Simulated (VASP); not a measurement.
Tl: single point with PBEsol

Crystal: Tl.

```
Tl
1.0
     6.91200    0.00000    0.00000
    -1.72800    2.99298    0.00000
     0.00000    0.00000    5.52500
Tl
4
Cartesian
  -0.0129 1.9732 1.3564
  3.4571 2.0601 1.3952
  1.7363 1.0378 4.1232
  5.1889 0.9315 4.1714
```

* Program: VASP 6.6.1
* Task: single point
* Functional: PBEsol
* Potentials or basis: VASP PAW PBE potentials, release 64 (Tl_d)
* Cutoff: 520 eV
* k mesh: 3 × 6 × 4
* Occupations: fermi-dirac, width 0.08 eV
* Spin: no spin polarisation
* Dipole correction: no
* Further INCAR settings: ALGO = Normal; EDIFF = 1e-07; NBANDS = 34

- Pressure: -0.1 GPa
- Largest force: 0.125 eV/Å
- Band gap on the k mesh: zero (bands 26 and 27 overlap by 4.34 eV)

Forces on the atoms (eV/Å):
```
Tl   0.048  0.100  0.035
Tl  -0.037 -0.107  0.014
Tl  -0.048 -0.101  0.001
Tl   0.037  0.108 -0.050
```

Stress tensor (GPa, compression positive):
```
-0.72  0.06  0.00
 0.06 -0.76  0.00
 0.00  0.00  1.20
```

Levels at points of the mesh, in eV from the Fermi level:
```tsv
k point	band 23	band 24	band 25	band 26	band 27	band 28	band 29	band 30
(0.00, 0.00, 0.00)	-5.20	-4.73	-2.92	-0.77	0.44	1.26	3.74	3.82
(0.00, 0.50, 0.00)	-4.79	-4.71	-0.82	-0.72	0.43	0.46	1.19	1.35
(0.00, 0.00, 0.50)	-4.80	-4.77	-2.36	-2.34	3.26	3.31	5.47	5.51
(0.00, 0.50, 0.50)	-4.75	-4.72	-2.38	-2.36	-2.34	-2.32	5.43	5.47
```

Wall time 2.8 min on 1 thread of AMD EPYC 9755 128-Core Processor, with other jobs on the host, peak memory 0.25 GiB.

Caveat: the PAW data sets were made with another functional, which shifts forces and pressure a little; spin-orbit coupling is left out, which moves the levels of the heavy elements.
